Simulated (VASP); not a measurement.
Set up this calculation in VASP 6.6.1, as the native input.

| Property | Result |
| --- | --- |
| Task | single point |
| Functional | LDA |
| Potentials or basis | VASP PAW LDA potentials, release 64 (Na_pv, Cl) |
| Cutoff | 520 eV |
| k mesh | 8 × 8 × 8 |
| Occupations | gaussian, width 0.01 eV |
| Spin | no spin polarisation |
| Dipole correction | no |
| Further INCAR settings | ALGO = Normal; EDIFF = 1e-07; NBANDS = 14 |

The structure of NaCl lies in POSCAR:

```
NaCl
1.0
    0.0000000000      2.6436730939      2.6436730939
    2.6436730939      0.0000000000      2.6436730939
    2.6436730939      2.6436730939      0.0000000000
Na Cl
1 1
Direct
    0.0000000000      0.0000000000      0.0000000000
    0.5000000000      0.5000000000      0.5000000000
```

These files were run (other wordings do the same):

INCAR

```
SYSTEM = NaCl
ALGO = Normal
EDIFF = 1E-7
ENCUT = 520
GGA = CA
ISIF = 2
ISMEAR = 0
LASPH = .TRUE.
LCHARG = .FALSE.
LREAL = .FALSE.
LWAVE = .FALSE.
NBANDS = 14
NELM = 100
PREC = Accurate
SIGMA = 0.01
```

KPOINTS

```
k-points
0
G
  8 8 8
  0 0 0
```

Potentials or basis: VASP PAW LDA potentials, release 64 (Na_pv, Cl).

The run is started by

```console
$ cat potpaw_LDA.64/Na_pv/POTCAR potpaw_LDA.64/Cl/POTCAR > POTCAR
$ mpirun -np 1 vasp_std > vasp.out
```

Results of the run:

```json
{
  "Pressure": "4.0 GPa",
  "Band gap on the k mesh": "5.54 eV, direct"
}
```

It took 13 s on 1 thread of Intel(R) Xeon(R) Platinum 8259CL CPU @ 2.50GHz (Skylake/Cascade Lake), with other jobs on the host, peak memory 0.13 GiB.
